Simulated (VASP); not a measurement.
Set up this calculation in VASP 6.6.1, as the native input.

* Task: single point
* Functional: r2SCAN
* Potentials or basis: VASP PAW PBE potentials, release 64 (W_sv, Se)
* Cutoff: 520 eV
* k mesh: 10 × 10 × 10
* Occupations: fermi-dirac, width 0.02 eV
* Spin: no spin polarisation
* Dipole correction: no
* Further INCAR settings: ALGO = Normal; EDIFF = 1e-07; NBANDS = 20

WSe2:

```
W Se
1.0
     1.64330    0.94876    6.49727
    -1.64330    0.94876    6.49727
     0.00000   -1.89752    6.49727
W Se
1 2
Direct
  0.00000 0.00000 0.00000
  0.24626 0.24626 0.24626
  0.75374 0.75374 0.75374
```

One way to write it, as run:

POSCAR

```
WSe2
1.0
    1.6433003450      0.9487598965      6.4972669940
   -1.6433003450      0.9487598965      6.4972669940
    0.0000000000     -1.8975197931      6.4972669940
W Se
1 2
Direct
    0.0000000000      0.0000000000      0.0000000000
    0.2462563272      0.2462563272      0.2462563272
    0.7537436728      0.7537436728      0.7537436728
```

INCAR.step1

```
SYSTEM = WSe2
PREC = Accurate
ENCUT = 520
ISMEAR = -1
SIGMA = 0.02
LREAL = .FALSE.
LASPH = .TRUE.
NELM = 80
NBANDS = 20
GGA = PE
ALGO = Normal
EDIFF = 1E-4
LWAVE = .TRUE.
LCHARG = .FALSE.
```

INCAR.step2

```
SYSTEM = WSe2
PREC = Accurate
ENCUT = 520
EDIFF = 1E-7
ISMEAR = -1
SIGMA = 0.02
LREAL = .FALSE.
LASPH = .TRUE.
NELM = 80
ALGO = Normal
ISIF = 2
LWAVE = .FALSE.
LCHARG = .FALSE.
METAGGA = R2SCAN
LMIXTAU = .TRUE.
NBANDS = 20
ISTART = 1
```

KPOINTS

```
regular mesh
0
G
  10 10 10
  0 0 0
```

Potentials or basis: VASP PAW PBE potentials, release 64 (W_sv, Se).

Launch:

```bash
$ cat potpaw_PBE.64/W_sv/POTCAR potpaw_PBE.64/Se/POTCAR > POTCAR
$ cp INCAR.step1 INCAR
$ mpirun -np 1 vasp_std > vasp.out
$ cp INCAR.step2 INCAR
$ mpirun -np 1 vasp_std > vasp.out
```

It gave:

```yaml
Pressure: 1.7 GPa
Largest_force: 0.043 eV/Å
Band_gap_on_the_k_mesh: zero (bands 13 and 14 overlap by 0.50 eV)
```

Caveat: the PAW data sets were made with another functional, which shifts forces and pressure a little; spin-orbit coupling is left out, which moves the levels of the heavy elements.

Wall time 15 min on 1 thread of Intel(R) Xeon(R) 6975P-C (Granite Rapids) (shared host), peak memory 0.48 GiB.
